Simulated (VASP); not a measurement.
# MoS2 (R3m) in VASP: settings compared

The runs below take MoS2 through elastic constants, vibrations by perturbation theory, with PBEsol, PBE.

Program: VASP 6.6.1. These are calculated values, not measurements. Logs are shortened: lines on timing, memory, paths and dates and some standing lists are left out, and cuts for length are marked.

### 1 The cell of the first run

Symmetry: R3m, No. 160, trigonal system. The conventional cell has a = 3.160 Å, b = 3.160 Å, c = 18.450 Å, α = 90.00°, β = 90.00°, γ = 120.00°. Within 3.2 Å of Mo (site symmetry 3m) lie 6 S at 2.39 Å and 6 Mo at 3.16 Å. Within 3.2 Å of S (site symmetry 3m) lie 3 Mo at 2.39 Å and 7 S at 3.08 to 3.16 Å. S (site symmetry 3m) has 3 Mo at 2.39 Å and 7 S at 3.08 to 3.16 Å within 3.2 Å.

### 2 Elastic constants, PBEsol

The input, INCAR:

```
PREC = Accurate
ENCUT = 600
EDIFF = 1E-8
ISMEAR = -1
SIGMA = 0.05
LREAL = F
LASPH = T
NELM = 100
ALGO = Normal
ISIF = 3
LWAVE = F
LCHARG = F
GGA = PS
IBRION = 6
NFREE = 2
POTIM = 0.015
NSW = 1
```

The input, KPOINTS:

```
regular mesh
0
Gamma
  8 8 8
```

The input, POSCAR:

```
MoS2
1.0
    1.5800000000      0.9122134253      6.1500000000
   -1.5800000000      0.9122134253      6.1500000000
    0.0000000000     -1.8244268506      6.1500000000
Mo S
1 2
Direct
    0.0000000000      0.0000000000      0.0000000000
    0.4170000000      0.4170000000      0.4170000000
    0.2500000000      0.2500000000      0.2500000000
```

Potentials or basis: VASP PAW PBE potentials, release 64 (Mo_sv, S).

The run is started by

```sh
$ cat potpaw_PBE.64/Mo_sv/POTCAR potpaw_PBE.64/S/POTCAR > POTCAR
$ mpirun -np 1 vasp_std > vasp.out
```

OUTCAR:

```text
PREC = Accurate
   ENCUT = 600
   EDIFF = 1E-8
   ISMEAR = -1
   LREAL = F
   LASPH = T
   NELM = 100
   ISIF = 3
   GGA = PS
   IBRION = 6
   NFREE = 2
   POTIM = 0.015
   NSW = 1

 ion  position               nearest neighbor table
   1  0.000  0.000  0.000-   3 2.39   3 2.39   3 2.39   2 2.39   2 2.39   2 2.39
   2  0.417  0.417  0.417-   1 2.39   1 2.39   1 2.39
   3  0.250  0.250  0.250-   1 2.39   1 2.39   1 2.39

  LATTYP: Found a trigonal (rhomboedric) cell.
 ALAT       =     6.4149071181
 COS(alpha) =     0.8786713335

  Lattice vectors:

 A1 = (   1.5800000000,   0.9122134253,   6.1500000000)
 A2 = (  -1.5800000000,   0.9122134253,   6.1500000000)
 A3 = (   0.0000000000,  -1.8244268506,   6.1500000000)

Analysis of symmetry for initial positions (statically):
=====================================================================
 Subroutine PRICEL returns:
 Original cell was already a primitive cell.

 Routine SETGRP: Setting up the symmetry group for a
 trigonal (rhombohedral) supercell.

 Subroutine GETGRP returns: Found  6 space group operations
 (whereof  6 operations were pure point group operations)
 out of a pool of 12 trial point group operations.

The static configuration has the point symmetry C_3v.

Analysis of symmetry for dynamics (positions and initial velocities):
=====================================================================
 Subroutine PRICEL returns:
 Original cell was already a primitive cell.

 Routine SETGRP: Setting up the symmetry group for a
 trigonal (rhombohedral) supercell.

 Subroutine GETGRP returns: Found  6 space group operations
 (whereof  6 operations were pure point group operations)
 out of a pool of 12 trial point group operations.

The dynamic configuration has the point symmetry C_3v.

 Subroutine INISYM returns: Found  6 space group operations
[... 351 lines left out ...]

 k-point     1 :       0.0000    0.0000    0.0000
  band No.  band energies     occupation
      1     -53.8950      2.00000
      2     -28.0971      2.00000
      3     -27.8575      2.00000
      4     -27.8575      2.00000
      5      -7.5208      2.00000
      6      -5.7925      2.00000
[... 457 lines left out ...]
      4     -27.9049      2.00000
      5      -6.5756      2.00000
      6      -5.6051      2.00000
[... 9 lines left out ...]
     16      10.0849      0.00000
     17      10.6068      0.00000

 [... further k-points ...]
[... 5 lines left out ...]
  --------------------------------------------------------------------------------------
  -------------------------------------------------------------------------------------
  Total       -0.3720445     -0.3720445      0.3206183      0.0000000      0.0000000      0.0000000
  in kB      -11.2079343    -11.2079343      9.6587078      0.0000000      0.0000000      0.0000000
  external PRESSURE =      -4.2523870 kB  Pullay stress =       0.0000000 kB
[... 18 lines left out ...]
  FREE ENERGIE OF THE ION-ELECTRON SYSTEM (eV)
  ---------------------------------------------------
  free  energy   TOTEN  =       -23.4467967179 eV

  energy  without entropy=      -23.4467954863  energy(sigma->0) =      -23.44679610

 INTERNAL STRAIN TENSORS FROM STRAINED CELLS
 ============================================

 INTERNAL STRAIN TENSOR FOR ION    1 for displacements in x,y,z  (eV/Angst):
          X           Y           Z          XY          YZ          ZX
  --------------------------------------------------------------------------------
  x     0.00000     0.00000     0.00000    -7.22246     0.00000    -0.10053
  y    -7.23171     7.24136    -0.00000    -0.00001    -0.18702     0.00011
  z    -0.18615    -0.18659    -0.19521     0.00010    -0.00174     0.00045

 INTERNAL STRAIN TENSORS FROM DISPLACED ATOMS
 ============================================

 INTERNAL STRAIN TENSOR FOR ION    1 for displacements in x,y,z  (eV/Angst):
          X           Y           Z          XY          YZ          ZX
  --------------------------------------------------------------------------------
  x     0.00000     0.00000     0.00000    -7.21934     0.00000    -0.10472
  y    -7.21934     7.21934     0.00000     0.00000    -0.10472     0.00000
  z    -0.18383    -0.18383    -0.11094     0.00000     0.00000     0.00000

 INTERNAL STRAIN TENSOR FOR ION    3 for displacements in x,y,z  (eV/Angst):
          X           Y           Z          XY          YZ          ZX
  --------------------------------------------------------------------------------
  x     0.00000    -0.00000     0.00000     3.55851    -0.00000    14.69029
  y     3.55851    -3.55851     0.00000     0.00000    14.69029     0.00000
  z    10.64740    10.64740    29.72979     0.00000     0.00000     0.00000

 Eigenvectors and eigenvalues of the dynamical matrix
 ----------------------------------------------------

   1 f  =   14.127760 THz    88.767337 2PiTHz  471.251362 cm-1    58.427696 meV
             X         Y         Z           dx          dy          dz
      0.000000  0.000000  0.000000     0.000000    0.000000   -0.632535
      0.000000  0.000000  7.693650    -0.000000   -0.000000    0.521916
      0.000000  0.000000  4.612500     0.000000   -0.000000    0.572279
[... 43 lines left out ...]
   9 f/i=    0.000528 THz     0.003314 2PiTHz    0.017596 cm-1     0.002182 meV
             X         Y         Z           dx          dy          dz
      0.000000  0.000000  0.000000     0.000000    0.000000   -0.774204
      0.000000  0.000000  7.693650     0.000000    0.000000   -0.447548
      0.000000  0.000000  4.612500     0.000000    0.000000   -0.447560

--------------------------------------------------------------------------------------------------------

 ELASTIC MODULI CONTR FROM IONIC RELAXATION (kBar)
 Direction    XX          YY          ZZ          XY          YZ          ZX
 --------------------------------------------------------------------------------
 XX        -407.8616   -259.3888   -938.0061      0.0000      5.3493      0.0000
 YY        -259.3888   -407.8616   -938.0061     -0.0000     -5.3493      0.0000
 ZZ        -938.0061   -938.0061  -2637.4172      0.0000     -0.0000      0.0000
 XY           0.0000     -0.0000      0.0000    -74.2364      0.0000      5.3493
 YZ           5.3493     -5.3493     -0.0000      0.0000  -1305.1059     -0.0000
 ZX           0.0000      0.0000      0.0000      5.3493     -0.0000  -1305.1055
 --------------------------------------------------------------------------------

 TOTAL ELASTIC MODULI (kBar)
 Direction    XX          YY          ZZ          XY          YZ          ZX
 --------------------------------------------------------------------------------
 XX        2236.9001    583.3484     99.2462      0.0000     30.7053      0.0000
 YY         583.3484   2236.9001     99.2462     -0.0000    -30.7053      0.0000
 ZZ          99.2462     99.2462    277.7387      0.0000     -0.0000      0.0000
 XY           0.0000     -0.0000      0.0000    826.7758      0.0000     30.7054
 YZ          30.7053    -30.7053     -0.0000      0.0000    147.5839     -0.0000
 ZX           0.0000      0.0000      0.0000     30.7054     -0.0000    147.5840
 --------------------------------------------------------------------------------
```

stdout:

```text
POSCAR found type information on POSCAR MoS
 POSCAR found :  2 types and       3 ions
 scaLAPACK will be used
 -----------------------------------------------------------------------------
|                                                                             |
|                                                                             |
|     You enforced a specific xc type in the INCAR file but a different       |
|     I HOPE YOU KNOW WHAT YOU ARE DOING!                                     |
[... 48 lines left out ...]
 Finite differences progress:
 bond charge predicted
 Finite differences progress:
 bond charge predicted
 Finite differences progress:
 bond charge predicted
 Finite differences progress:
 bond charge predicted
 Finite differences progress:
 bond charge predicted
 Finite differences progress:
 bond charge predicted
 Finite differences progress:
```

Run time: 1.8 h. Hardware: 1 thread of Intel Xeon 6975P-C (Granite Rapids), shared host; peak memory 0.71 GiB.

Results:

* Voigt bulk modulus: 70 GPa
* Highest phonon frequency at Γ, LO-TO splitting left out: 471 cm⁻¹

Phonon frequencies in cm⁻¹ (negative: imaginary):
```
              q point                    frequencies
(0.000, 0.000, 0.000)  0 0 0 290 290 387 387 413 471
```

Elastic tensor in Voigt notation (GPa, in the Cartesian axes of the cell as first typed):
```
224  58  10   3   0   0
 58 224  10  -3   0   0
 10  10  28   0   0   0
  3  -3   0  15   0   0
  0   0   0   0  15   3
  0   0   0   0   3  83
```

Clamped-ion elastic tensor (GPa):
```
264  84 104   3   0   0
 84 264 104  -3   0   0
104 104 292   0   0   0
  3  -3   0 145   0   0
  0   0   0   0 145   3
  0   0   0   0   3  90
```

Caveat: the PAW data sets were made with another functional, which shifts forces and pressure a little.

### 3 Vibrations by perturbation theory, PBE

The input, INCAR:

```
PREC = Accurate
ENCUT = 520
EDIFF = 1E-8
ISMEAR = -1
SIGMA = 0.05
LREAL = False
LASPH = True
NELM = 80
ALGO = Normal
ISIF = 2
LWAVE = False
LCHARG = False
GGA = PE
IBRION = 8
NSW = 1
```

The input, KPOINTS:

```
Automatic mesh
0
Gamma
  10 10 10
```

POSCAR is that of step 2.

Potentials or basis: VASP PAW PBE potentials, release 64 (Mo_sv, S).

The run is started by

```sh
$ cat potpaw_PBE.64/Mo_sv/POTCAR potpaw_PBE.64/S/POTCAR > POTCAR
$ mpirun -np 1 vasp_std > vasp.out
```

OUTCAR:

```text
PREC = Accurate
   ENCUT = 520
   EDIFF = 1E-8
   ISMEAR = -1
   LREAL = False
   LASPH = True
   NELM = 80
   ISIF = 2
   GGA = PE
   IBRION = 8
   NSW = 1

 ion  position               nearest neighbor table
   1  0.000  0.000  0.000-   3 2.39   3 2.39   3 2.39   2 2.39   2 2.39   2 2.39
   2  0.417  0.417  0.417-   1 2.39   1 2.39   1 2.39
   3  0.250  0.250  0.250-   1 2.39   1 2.39   1 2.39

  LATTYP: Found a trigonal (rhomboedric) cell.
 ALAT       =     6.4149071181
 COS(alpha) =     0.8786713335

  Lattice vectors:

 A1 = (   1.5800000000,   0.9122134253,   6.1500000000)
 A2 = (  -1.5800000000,   0.9122134253,   6.1500000000)
 A3 = (   0.0000000000,  -1.8244268506,   6.1500000000)

Analysis of symmetry for initial positions (statically):
=====================================================================
 Subroutine PRICEL returns:
 Original cell was already a primitive cell.

 Routine SETGRP: Setting up the symmetry group for a
 trigonal (rhombohedral) supercell.

 Subroutine GETGRP returns: Found  6 space group operations
 (whereof  6 operations were pure point group operations)
 out of a pool of 12 trial point group operations.

The static configuration has the point symmetry C_3v.

Analysis of symmetry for dynamics (positions and initial velocities):
=====================================================================
 Subroutine PRICEL returns:
 Original cell was already a primitive cell.

 Routine SETGRP: Setting up the symmetry group for a
 trigonal (rhombohedral) supercell.

[... 680 lines left out ...]

------------------------ aborting loop because EDIFF is reached ----------------------------------------

[... ionic steps 11 to 11 ...]

--------------------------------------- Ionic step       12  -------------------------------------------

 Free energy of the ion-electron system (eV)
  ---------------------------------------------------
  ---------------------------------------------------
  free energy    TOTEN  =        -0.13395605 eV

  energy without entropy =       -0.13395605

------------------------ aborting loop because EDIFF is reached ----------------------------------------

 INTERNAL STRAIN TENSOR  FOR ION    3  DIRECTION 3   (eV/Angst):
 -----------------------------------------------------------------------------
    10.77303  0.00000  0.00000
     0.00000 10.77303  0.00000
     0.00000  0.00000 29.37393

 INTERNAL STRAIN TENSOR FOR ION    3 for displacements in x,y,z  (eV/Angst):
          X           Y           Z          XY          YZ          ZX
  --------------------------------------------------------------------------------
  x    -0.00000     0.00000     0.00000     3.65468     0.00000    14.51303
  y     3.65468    -3.65468     0.00000     0.00000    14.91549     0.00000
  z    10.77303    10.77303    29.37393     0.00000     0.00000    -0.00000

 SECOND DERIVATIVES (NOT SYMMETRIZED)
 ------------------------------------
               1X          1Y          1Z          2X          2Y          2Z          3X          3Y          3Z
  1X   -21.304083    0.000000    0.000000   10.586989    0.000000    0.000000   10.717093    0.000000    0.000000
  1Y     0.000000  -21.304083    0.000000   -0.000000   10.586989    0.000000    0.000000   10.717093    0.000000
  1Z     0.000000    0.000000  -31.762236    0.000000    0.000000   15.719946    0.000000    0.000000   16.042291
  2X    10.584929    0.000000   -0.000000  -10.252663    0.000000   -0.000000   -0.332266   -0.000000   -0.000000
  2Y     0.000000   10.584929    0.000000   -0.000000  -10.252663    0.000000    0.000000   -0.332266    0.000000
  2Z     0.000000    0.000000   15.720323    0.000000    0.000000  -18.082345    0.000000    0.000000    2.362022
  3X    10.715913    0.000000    0.000000   -0.333174   -0.000000    0.000000  -10.382739    0.000000    0.000000
  3Y     0.000000   10.715913    0.000000    0.000000   -0.333174    0.000000    0.000000  -10.382739   -0.000000
  3Z     0.000000    0.000000   16.054222    0.000000    0.000000    2.355663    0.000000    0.000000  -18.409885

 Eigenvectors and eigenvalues of the dynamical matrix
 ----------------------------------------------------

   1 f  =   14.214752 THz    89.313922 2PiTHz  474.153095 cm-1    58.787465 meV
             X         Y         Z           dx          dy          dz
      0.000000  0.000000  0.000000    -0.000000    0.000000   -0.632486
      0.000000  0.000000  7.693650     0.000000    0.000000    0.521790
      0.000000  0.000000  4.612500     0.000000   -0.000000    0.572449
[... 43 lines left out ...]
   9 f/i=    0.001355 THz     0.008513 2PiTHz    0.045194 cm-1     0.005603 meV
             X         Y         Z           dx          dy          dz
      0.000000  0.000000  0.000000    -0.000000    0.000000    0.774241
      0.000000  0.000000  7.693650    -0.000000    0.000000    0.447515
      0.000000  0.000000  4.612500    -0.000000    0.000000    0.447529

--------------------------------------------------------------------------------------------------------

 ELASTIC MODULI CONTR FROM IONIC RELAXATION (kBar)
 Direction    XX          YY          ZZ          XY          YZ          ZX
 --------------------------------------------------------------------------------
 XX        -410.7994   -257.0029   -916.3263      0.0000      7.0586      0.0000
 YY        -257.0029   -410.7994   -916.3263      0.0000     -7.0586      0.0000
 ZZ        -916.3263   -916.3263  -2514.8225      0.0000     -0.0000      0.0000
 XY           0.0000      0.0000      0.0000    -76.8982      0.0000      5.9760
 YZ           7.0586     -7.0586     -0.0000      0.0000  -1336.9223     -0.0000
 ZX           0.0000      0.0000      0.0000      5.9760     -0.0000  -1259.1055
 --------------------------------------------------------------------------------
```

OSZICAR:

```text
N       E                     dE             d eps       ncg     rms          rms(c)
DAV:   1     0.191632854942E+03    0.19163E+03   -0.13696E+04  3960   0.144E+03
DAV:   2    -0.163772110368E+02   -0.20801E+03   -0.20544E+03  5236   0.357E+02
DAV:   3    -0.231420179068E+02   -0.67648E+01   -0.67221E+01  4669   0.624E+01
[... 122 lines left out ...]
RMM:   9    -0.133956367992E+00   -0.34578E-05   -0.20017E-08  6691   0.660E-04    0.195E-04
RMM:  10    -0.133956231545E+00    0.13645E-06   -0.55740E-09  6385   0.202E-04    0.535E-05
RMM:  11    -0.133955960308E+00    0.27124E-06    0.26031E-10  6859   0.681E-05    0.153E-05
RMM:  12    -0.133955985695E+00   -0.25387E-07   -0.19886E-08  6368   0.299E-05    0.672E-06
RMM:  13    -0.133956048023E+00   -0.62328E-07   -0.51953E-09  6311   0.112E-05    0.188E-06
RMM:  14    -0.133956053526E+00   -0.55038E-08    0.10982E-08  6097   0.428E-06    0.106E-06
 Linear response finished
```

Wall time 58 min (1 thread of Intel Xeon 6975P-C (Granite Rapids), shared host); peak memory 1.3 GiB.

What came out:

```yaml
Highest_phonon_frequency_at_Γ_LO-TO_splitting_left_out: 474 cm⁻¹
```

Phonon frequencies in cm⁻¹ (negative: imaginary):
```tsv
q point	frequencies
(0.000, 0.000, 0.000)	0 0 0 291 291 388 388 418 474
```

Caveat: the cell stands under pressure or tension, which shifts response properties.
